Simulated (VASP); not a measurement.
# Hf3N3O in VASP: further runs, part 2 of 2

VASP 6.6.1. The steps go on from the part before.

## (5) Single point, PBEsol

Contents of INCAR:

```
SYSTEM = Hf3N3O
ALGO = Normal
DIPOL = 0.5 0.5 0.486
EDIFF = 1E-6
ENCUT = 520
GGA = PS
IDIPOL = 3
ISIF = 2
ISMEAR = 0
LASPH = .TRUE.
LCHARG = .FALSE.
LDIPOL = .TRUE.
LREAL = .FALSE.
LWAVE = .FALSE.
NBANDS = 34
NELM = 60
PREC = Accurate
SIGMA = 0.1
```

Contents of KPOINTS:

```
k-points
0
G
  9 9 1
  0 0 0
```

Contents of POSCAR:

```
Hf3N3O
1.0
    3.1830776024      0.0000000000      0.0000000000
   -1.5915388012      2.7566260659      0.0000000000
    0.0000000000      0.0000000000     25.4974299479
N Hf O
3 3 1
Direct
    0.3333333334      0.6666666667      0.3333669321
    0.0000000000      0.0000000000      0.4352976751
    0.6668196159      0.3336392317      0.5396812918
    0.6666666666      0.3333333333      0.3843323037
    0.3334258288      0.6668516576      0.4870770521
    0.0002639714      0.0005279428      0.5903471108
    0.3335937756      0.6671875511      0.6290132834
```

Potentials or basis: VASP PAW PBE potentials, release 64 (N, Hf_pv, O).

On the command line:

```console
$ cat potpaw_PBE.64/N/POTCAR potpaw_PBE.64/Hf_pv/POTCAR potpaw_PBE.64/O/POTCAR > POTCAR
$ mpirun -np 1 vasp_std > vasp.out
```

OUTCAR:

```text
SYSTEM = Hf3N3O
   EDIFF = 1E-6
   ENCUT = 520
   GGA = PS
   ISIF = 2
   ISMEAR = 0
   LASPH = .TRUE.
   LREAL = .FALSE.
   NELM = 60
   PREC = Accurate

 ion  position               nearest neighbor table
   1  0.333  0.667  0.333-   4 2.25   4 2.25   4 2.25
   2  0.000  0.000  0.435-   4 2.25   4 2.25   4 2.25   5 2.26   5 2.26   5 2.26
   3  0.667  0.334  0.540-   6 2.25   6 2.25   6 2.25   5 2.28   5 2.28   5 2.28
   4  0.667  0.333  0.384-   2 2.25   2 2.25   2 2.25   1 2.25   1 2.25   1 2.25   5 3.20   5 3.20
                             5 3.20
   5  0.333  0.667  0.487-   2 2.26   2 2.26   2 2.26   3 2.28   3 2.28   3 2.28   4 3.20   4 3.20
                             4 3.20   6 3.21   6 3.21   6 3.21
   6  0.000  0.001  0.590-   7 2.09   7 2.09   7 2.09   3 2.25   3 2.25   3 2.25   5 3.21   5 3.21
                             5 3.21
   7  0.334  0.667  0.629-   6 2.09   6 2.09   6 2.09

  LATTYP: Found a hexagonal cell.
 ALAT       =     3.1830776024
 C/A-ratio  =     8.0103073606

  Lattice vectors:

 A1 = (   3.1830776024,   0.0000000000,   0.0000000000)
 A2 = (  -1.5915388012,   2.7566260659,   0.0000000000)
 A3 = (   0.0000000000,   0.0000000000,  25.4974299479)

Analysis of symmetry for initial positions (statically):
=====================================================================
 Subroutine PRICEL returns:
 Original cell was already a primitive cell.

 Routine SETGRP: Setting up the symmetry group for a
 hexagonal supercell.

 Subroutine GETGRP returns: Found  2 space group operations
 (whereof  2 operations were pure point group operations)
 out of a pool of 24 trial point group operations.

The static configuration has the point symmetry C_1h.

Analysis of symmetry for dynamics (positions and initial velocities):
=====================================================================
 Subroutine PRICEL returns:
 Original cell was already a primitive cell.

 Routine SETGRP: Setting up the symmetry group for a
 hexagonal supercell.

 Subroutine GETGRP returns: Found  2 space group operations
 (whereof  2 operations were pure point group operations)
 out of a pool of 24 trial point group operations.

The dynamic configuration has the point symmetry C_1h.

 Subroutine INISYM returns: Found  2 space group operations
 (whereof  2 operations are pure point group operations),
 and found     1 'primitive' translations

----------------------------------------------------------------------------------------

                                     Primitive cell

  volume of cell :     223.7286

  direct lattice vectors                    reciprocal lattice vectors
     3.183077602  0.000000000  0.000000000     0.314161364  0.181381148  0.000000000
    -1.591538801  2.756626066  0.000000000     0.000000000  0.362762296  0.000000000
     0.000000000  0.000000000 25.497429948     0.000000000  0.000000000  0.039219639

  length of vectors
     3.183077602  3.183077602 25.497429948     0.362762296  0.362762296  0.039219639

  position of ions in fractional coordinates (direct lattice)
     0.333333333  0.666666667  0.333366932
     0.000000000  0.000000000  0.435297675
[... 68 lines left out ...]
   k-points           NKPTS =     25   k-points in BZ     NKDIM =     25   number of bands    NBANDS=     34
   number of dos      NEDOS =    301   number of ions     NIONS =      7
   total plane-waves  NPLWV = 110592
   dimension x,y,z NGX =    24 NGY =   24 NGZ =  192
   dimension x,y,z NGXF=    48 NGYF=   48 NGZF=  384
   ions per type =               3   3   1
   NGX,Y,Z   is equivalent  to a cutoff of  12.53, 12.53, 12.52 a.u.
   NGXF,Y,Z  is equivalent  to a cutoff of  25.07, 25.07, 25.04 a.u.
 SYSTEM =  Hf3N3O
   PREC   = accura    normal or accurate (medium, high low for compatibility)
   ISTART =      0    job   : 0-new  1-cont  2-samecut
   ICHARG =      2    charge: 1-file 2-atom 10-const
   ISPIN  =      1    spin polarized calculation?
   LNONCOLLINEAR =      F non collinear calculations
   LSORBIT =      F    spin-orbit coupling
   LASPH  =      T    aspherical Exc in radial PAW
   ENCUT  =  520.0 eV  38.22 Ry    6.18 a.u.   5.92  5.92 47.41*2*pi/ulx,y,z
   NELM   =     60;   NELMIN=  2; NELMDL= -5     # of ELM steps
   EDIFF  = 0.1E-05   stopping-criterion for ELM
   LREAL  =      F    real-space projection
   EDIFFG = 0.1E-04   stopping-criterion for IOM
   NSW    =      0    number of steps for IOM
   IBRION =     -1    ionic relax: 0-MD 1-quasi-New 2-CG
   NFREE  =      0    steps in history (QN), initial steepest desc. (CG)
   ISIF   =      2    stress and relaxation
   ISYM   =      2    0-nonsym 1-usesym 2-fastsym
   POTIM  = 0.5000    time-step for ionic-motion
   TEBEG  =    0.0;   TEEND  =   0.0 temperature during run
   PSTRESS=    0.0 pullay stress
   NELECT =      51.0000    total number of electrons
   NUPDOWN=      -1.0000    fix difference up-down
   EMIN   =  10.00;   EMAX   =-10.00  energy-range for DOS
   EFERMI =   0.00;   METHOD = LEGACY
   ISMEAR =     0;   SIGMA  =   0.10  broadening in eV -4-tet -1-fermi 0-gaus
   EFERMI_NEDOS =   21; number of points for ismear=-14 and -15
   IALGO  =     38    algorithm
   IMIX   =      4    mixing-type and parameters
     AMIX     =   0.40;   BMIX     =  1.00
     AMIX_MAG =   1.60;   BMIX_MAG =  1.00
  volume/ion in A,a.u.               =      31.96       215.69
  Fermi-wavevector in a.u.,A,eV,Ry     =   1.000056  1.889832 13.607354  1.000112
  Thomas-Fermi vector in A             =   2.132387
   LORBIT       =      0    0 simple, 1 ext, 2 COOP (PROOUT), +10 PAW based schemes
   GGA     = PS    functional components
   LHFCALC =     F    Hartree Fock is set to
   AEXX    =    0.0000 exact exchange contribution
   IVDW    =     0    specifies the selected vdW correction
   LEPSILON=     F    determine dielectric tensor
   LRPA    =     F    only Hartree local field effects (RPA)
 non-spin polarized calculation
 Gauss-broadening in eV      SIGMA  =   0.10
  energy-cutoff  :      520.00
  volume of cell :      223.73
 maximum number of plane-waves:      6054
   NGX = 11   NGY = 11   NGZ = 95

 dipolmoment           0.000000      0.000000      0.351416 electrons x Angstroem

 number of electron      51.0000010 magnetization

 dipolmoment           0.000000      0.000000     -0.177788 electrons x Angstroem

 Free energy of the ion-electron system (eV)
  ---------------------------------------------------
  ext. energy  EPLUGINS =         0.00000000
  ---------------------------------------------------
  free energy    TOTEN  =       -74.96372534 eV

  energy without entropy =      -74.94366991  energy(sigma->0) =      -74.95369763

 E-fermi :  -1.8480     XC(G=0):  -4.9893

 val. band max:       -1.8999731723   @ k =  -0.1111   0.3333   0.0000
 cond. band min:      -1.6303612751   @ k =   0.1111   0.1111   0.0000
 fundamental gap:      0.2696118971
 Fermi energy:        -1.8480053226

 k-point     1 :       0.0000    0.0000    0.0000
  band No.  band energies     occupation
      1     -33.8734      2.00000
      2     -33.3301      2.00000
      3     -33.3299      2.00000
      4     -33.1773      2.00000
      5     -32.7877      2.00000
      6     -32.7875      2.00000
[... 877 lines left out ...]
     33       3.3543      0.00000
     34       3.8701      0.00000

 [... further k-points ...]

------------------------ aborting loop because EDIFF is reached ----------------------------------------

 vacuum level on the upper side and lower side of the slab       (xc-potential included)        -2.086         1.503

  FORCE on cell =-STRESS in cart. coord.  units (eV):
  Direction    XX          YY          ZZ          XY          YZ          ZX
  --------------------------------------------------------------------------------------
  -------------------------------------------------------------------------------------
  Total       -1.7684267     -1.7742144     -5.3504433      0.0000000     -0.0169691      0.0000000
  in kB      -12.6641532    -12.7056001    -38.3158842      0.0000000     -0.1215200      0.0000000
  external PRESSURE =     -21.2285458 kB  Pullay stress =       0.0000000 kB

 VOLUME and BASIS-vectors are now :
 -----------------------------------------------------------------------------
  energy-cutoff  :      520.00
  volume of cell :      223.73
      direct lattice vectors                 reciprocal lattice vectors
     3.183077602  0.000000000  0.000000000     0.314161364  0.181381148  0.000000000
    -1.591538801  2.756626066  0.000000000     0.000000000  0.362762296  0.000000000
     0.000000000  0.000000000 25.497429948     0.000000000  0.000000000  0.039219639

 POSITION                                       TOTAL-FORCE (eV/Angst)
 -----------------------------------------------------------------------------------
      0.00000      1.83775      8.50000        -0.000000      0.000340      5.051910
      0.00000      0.00000     11.09897         0.000000      0.003749      1.558891
      1.59154      0.91972     13.76049        -0.000000      0.001258      0.032349
      1.59154      0.91888      9.79949        -0.000000     -0.000158     -6.520761
      0.00000      1.83826     12.41921         0.000000     -0.001084      0.023487
      0.00000      0.00146     15.05233        -0.000000     -0.002100      0.041462
      0.00000      1.83919     16.03822        -0.000000     -0.002005     -0.187338
 -----------------------------------------------------------------------------------
    total drift:                               -0.000000     -0.000012      0.000267

  FREE ENERGIE OF THE ION-ELECTRON SYSTEM (eV)
  ---------------------------------------------------
  free  energy   TOTEN  =       -74.9637253409 eV

  energy  without entropy=      -74.9436699145  energy(sigma->0) =      -74.95369763

 vacuum level on the upper side and lower side of the slab         2.590         6.253
```

Wall time 8.1 min (1 thread of Intel Xeon Platinum 8488C (Sapphire Rapids), shared host); peak memory 0.42 GiB.

What came out:

* Free energy: -74.9637 eV
* Largest force: 6.521 eV/Å
* Band gap on the k mesh: zero (an odd number of electrons rules out a gap without spin polarisation)

Forces in eV/Å, atoms in the order of the input:
```
N    0.000  0.000  5.052
N    0.000  0.004  1.559
N    0.000  0.001  0.032
Hf   0.000  0.000 -6.521
Hf   0.000 -0.001  0.023
Hf   0.000 -0.002  0.041
O    0.000 -0.002 -0.187
```

Caveat: the PAW data sets were made with another functional, which shifts forces and pressure a little; spin-orbit coupling is left out, which moves the levels of the heavy elements; an odd number of electrons without spin polarisation forces a metal; a magnetic or distorted state may lie lower.

## (6) Relaxation of the atoms, PBEsol

Contents of INCAR:

```
SYSTEM = Hf3N3O
  PREC = Accurate
  ENCUT = 520
  EDIFF = 1E-6
  ISMEAR = 0
  SIGMA = 0.1
  LREAL = .False.
  LASPH = .True.
  NELM = 100
  ALGO = Normal
  ISIF = 2
  LWAVE = .False.
  LCHARG = .False.
  LDIPOL = .True.
  IDIPOL = 3
  DIPOL = 0.5 0.5 0.488
  GGA = PS
  IBRION = 2
  NSW = 90
  EDIFFG = -0.03
```

Contents of KPOINTS:

```
Automatic mesh
0
Gamma
  9 9 1
  0 0 0
```

Contents of POSCAR:

```
Hf3N3O
1.0
    3.1830776024      0.0000000000      0.0000000000
   -1.5915388012      2.7566260659      0.0000000000
    0.0000000000      0.0000000000     25.4974299479
N Hf O
3 3 1
Selective dynamics
Direct
    0.3333333333      0.6666666667      0.3333669321  F F F
    0.0000000000      0.0000000000      0.4352976751  F F F
    0.6666666667      0.3333333333      0.5372239559  T T T
    0.6666666667      0.3333333333      0.3843323037  F F F
    0.3333333333      0.6666666667      0.4880225927  T T T
    0.0000000000      0.0000000000      0.5874557450  T T T
    0.3333333333      0.6666666667      0.6486383820  T T T
```

Potentials or basis: VASP PAW PBE potentials, release 64 (N, Hf_pv, O).

On the command line:

```console
$ cat potpaw_PBE.64/N/POTCAR potpaw_PBE.64/Hf_pv/POTCAR potpaw_PBE.64/O/POTCAR > POTCAR
$ mpirun -np 1 vasp_std > vasp.out
```

OUTCAR:

```text
SYSTEM = Hf3N3O
   PREC = Accurate
   ENCUT = 520
   EDIFF = 1E-6
   ISMEAR = 0
   LREAL = .False.
   LASPH = .True.
   NELM = 100
   ISIF = 2
   GGA = PS
   IBRION = 2
   NSW = 90
   EDIFFG = -0.03

 ion  position               nearest neighbor table
   1  0.333  0.667  0.333-   4 2.25   4 2.25   4 2.25
   2  0.000  0.000  0.435-   4 2.25   4 2.25   4 2.25   5 2.28   5 2.28   5 2.28
   3  0.667  0.333  0.537-   5 2.23   5 2.23   5 2.23   6 2.24   6 2.24   6 2.24
   4  0.667  0.333  0.384-   2 2.25   2 2.25   2 2.25   1 2.25   1 2.25   1 2.25   5 3.22   5 3.22
                             5 3.22
   5  0.333  0.667  0.488-   3 2.23   3 2.23   3 2.23   2 2.28   2 2.28   2 2.28   6 3.13   6 3.13
                             6 3.13   4 3.22   4 3.22   4 3.22
   6  0.000  0.000  0.587-   3 2.24   3 2.24   3 2.24   7 2.41   7 2.41   7 2.41   5 3.13   5 3.13
                             5 3.13
   7  0.333  0.667  0.649-   6 2.41   6 2.41   6 2.41

  LATTYP: Found a hexagonal cell.
 ALAT       =     3.1830776024
 C/A-ratio  =     8.0103073606

  Lattice vectors:

 A1 = (   3.1830776024,   0.0000000000,   0.0000000000)
 A2 = (  -1.5915388012,   2.7566260659,   0.0000000000)
 A3 = (   0.0000000000,   0.0000000000,  25.4974299479)
[... 312 lines left out ...]

[... ionic steps 4 to 13 ...]

--------------------------------------- Ionic step       14  -------------------------------------------

 number of electron      51.0000003 magnetization

------------------------ aborting loop because EDIFF is reached ----------------------------------------
[... 77 lines left out ...]
--------------------------------------- Ionic step       16  -------------------------------------------

 number of electron      51.0000004 magnetization

 dipolmoment           0.000000      0.000000     -0.181820 electrons x Angstroem

 Free energy of the ion-electron system (eV)
  ---------------------------------------------------
  ext. energy  EPLUGINS =         0.00000000
  ---------------------------------------------------
  free energy    TOTEN  =       -74.96573584 eV

  energy without entropy =      -74.94569530  energy(sigma->0) =      -74.95571557

 E-fermi :  -1.8115     XC(G=0):  -4.9591

 val. band max:       -1.8630837729   @ k =   0.2222   0.1111   0.0000
 cond. band min:      -1.6012243665   @ k =   0.1111   0.1111   0.0000
 fundamental gap:      0.2618594064
 Fermi energy:        -1.8115055862

 k-point     1 :       0.0000    0.0000    0.0000
  band No.  band energies     occupation
      1     -33.8433      2.00000
      2     -33.2935      2.00000
      3     -33.2935      2.00000
      4     -33.1310      2.00000
      5     -32.7385      2.00000
      6     -32.7385      2.00000
[... 385 lines left out ...]
     29       1.1072      0.00000
     30       1.2736      0.00000

------------------------ aborting loop because EDIFF is reached ----------------------------------------

 vacuum level on the upper side and lower side of the slab       (xc-potential included)        -1.844         1.827

  FORCE on cell =-STRESS in cart. coord.  units (eV):
  Direction    XX          YY          ZZ          XY          YZ          ZX
  --------------------------------------------------------------------------------------
  -------------------------------------------------------------------------------------
  Total       -1.4425750     -1.4425750     -4.6696016      0.0000000      0.0000000      0.0000000
  in kB      -10.3306463    -10.3306463    -33.4402038      0.0000000      0.0000000      0.0000000
  external PRESSURE =     -18.0338322 kB  Pullay stress =       0.0000000 kB
[... 22 lines left out ...]
  FREE ENERGIE OF THE ION-ELECTRON SYSTEM (eV)
  ---------------------------------------------------
  free  energy   TOTEN  =       -74.9657358375 eV

  energy  without entropy=      -74.9456952988  energy(sigma->0) =      -74.95571557

 reached required accuracy - stopping structural energy minimisation

 vacuum level on the upper side and lower side of the slab         2.797         6.547
```

OSZICAR:

```text
N       E                     dE             d eps       ncg     rms          rms(c)
DAV:   1     0.347664594470E+03    0.34766E+03   -0.27266E+04   888   0.146E+03
DAV:   2    -0.461699326658E+02   -0.39383E+03   -0.38713E+03   916   0.359E+02
DAV:   3    -0.822807506253E+02   -0.36111E+02   -0.35735E+02   854   0.978E+01
[... 327 lines left out ...]
DAV:   4    -0.749658802592E+02    0.41688E-03   -0.61464E-03   976   0.224E-01    0.125E-01
DAV:   5    -0.749657470583E+02    0.13320E-03   -0.46135E-04   976   0.616E-02    0.347E-02
DAV:   6    -0.749657357062E+02    0.11352E-04   -0.71285E-05   880   0.423E-02    0.102E-02
DAV:   7    -0.749657363291E+02   -0.62290E-06   -0.10141E-05   794   0.167E-02    0.680E-03
DAV:   8    -0.749657358375E+02    0.49160E-06   -0.53563E-06   578   0.840E-03
  16 F= -.74965736E+02 E0= -.74955716E+02  d E =-.102099E-03
```

Run time: 41 min. Hardware: 1 thread of Oxide Virtual Turin-like, shared host; peak memory 0.35 GiB.

Results:

```yaml
Free_energy: -74.9657 eV
Energy_gained_by_relaxing: 316.4 meV/atom
Ionic_steps: 16
Band_gap_on_the_k_mesh: zero (an odd number of electrons rules out a gap without spin polarisation)
```

Step by step:
```tsv
step	energy change (eV)	largest force on free atoms (eV/Å)	pressure (GPa)
1	0.0000	6.4542	-4.96
2	-1.7255	3.3295	-3.62
3	-1.8258	1.7472	-4.36
4	-2.0871	1.3393	-3.73
5	-2.1516	1.0371	-3.03
6	-2.1553	0.8330	-3.14
7	-2.1685	0.3645	-3.11
8	-2.1786	0.2798	-3.02
9	-2.1975	0.3543	-2.73
10	-2.1807	0.8704	-2.06
11	-2.2003	0.3957	-2.57
12	-2.2088	0.2259	-2.29
13	-2.2132	0.2083	-1.89
14	-2.2141	0.1580	-1.78
15	-2.2145	0.0559	-1.82
16	-2.2146	0.0269	-1.80
```

Final structure:
```
CELL_PARAMETERS angstrom
3.18308 0.00000 0.00000
-1.59154 2.75663 0.00000
0.00000 0.00000 25.49743
ATOMIC_POSITIONS crystal
N 0.33333 0.66667 0.33337
N 0.00000 0.00000 0.43530
N 0.66667 0.33333 0.53925
Hf 0.66667 0.33333 0.38433
Hf 0.33333 0.66667 0.48686
Hf 0.00000 0.00000 0.58969
O 0.33333 0.66667 0.62787
```

Caveat: the PAW data sets were made with another functional, which shifts forces and pressure a little; spin-orbit coupling is left out, which moves the levels of the heavy elements; an odd number of electrons without spin polarisation forces a metal; a magnetic or distorted state may lie lower.

## (7) Summary

```tsv
task	cell	atoms held fixed (from 0)	gap on the mesh (eV)	largest force (eV/Å)
relaxation of the atoms	atoms relaxed, atomic positions A	[0, 3, 1]	none	-
single point	as given, atomic positions B	-	none	6.37
single point	as given, atomic positions C	-	none	6.52
relaxation of the atoms	atoms relaxed, atomic positions D	[0, 3, 1]	none	-
```

Alike in all rows: level PBEsol; potentials or basis VASP PAW PBE potentials, release 64 (N, Hf_pv, O); no spin polarisation; k mesh 9 × 9 × 1; cutoff (eV) 520; smearing gaussian 0.1 eV.

Caveats: the PAW data sets were made with another functional, which shifts forces and pressure a little; spin-orbit coupling is left out, which moves the levels of the heavy elements; an odd number of electrons without spin polarisation forces a metal; a magnetic or distorted state may lie lower.

Absolute energies hang on the potentials; compare differences alone.
